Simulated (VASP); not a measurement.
Mo4C: single point with PBEsol

Mo4C, a slab with vacuum:

```
Mo C
1.0
     3.12943    0.00000    0.00000
     0.00000    3.12943    0.00000
     0.00000    0.00000   20.04335
Mo C
4 1
Cartesian
  1.5647 1.5647 4.0000
  0.0000 0.0000 5.5647
  1.5647 1.5647 7.1755
  0.0000 0.0000 8.5433
  0.3912 1.1735 9.8298
```

```yaml
Program: VASP 6.6.1
Task: single point
Functional: PBEsol
Potentials_or_basis: VASP PAW PBE potentials, release 64 (Mo_sv, C)
Cutoff: 520 eV
k_mesh: 9 × 9 × 1
Occupations: gaussian, width 0.1 eV
Spin: no spin polarisation
```

```yaml
Largest_force: 3.209 eV/Å
Band_gap_on_the_k_mesh: zero (bands 30 and 31 overlap by 0.88 eV)
```

Forces in eV/Å, atoms in the order of the input:
```
Mo  -0.051 -0.183  1.935
Mo   0.203  0.313 -1.874
Mo  -0.481 -0.252 -1.948
Mo  -0.395 -2.608  1.828
C    0.724  2.729  0.059
```

Levels at points of the mesh, in eV from the Fermi level:
```tsv
k point	band 28	band 29	band 30	band 31	band 32	band 33
(0.00, 0.00, 0.00)	-1.08	-0.71	-0.13	-0.02	0.20	0.41
```

Run time: 7.3 min on 1 thread of Intel(R) Xeon(R) Platinum 8259CL CPU @ 2.50GHz (Skylake/Cascade Lake), with other jobs on the host, peak memory 0.41 GiB.

Caveat: the PAW data sets were made with another functional, which shifts forces and pressure a little.
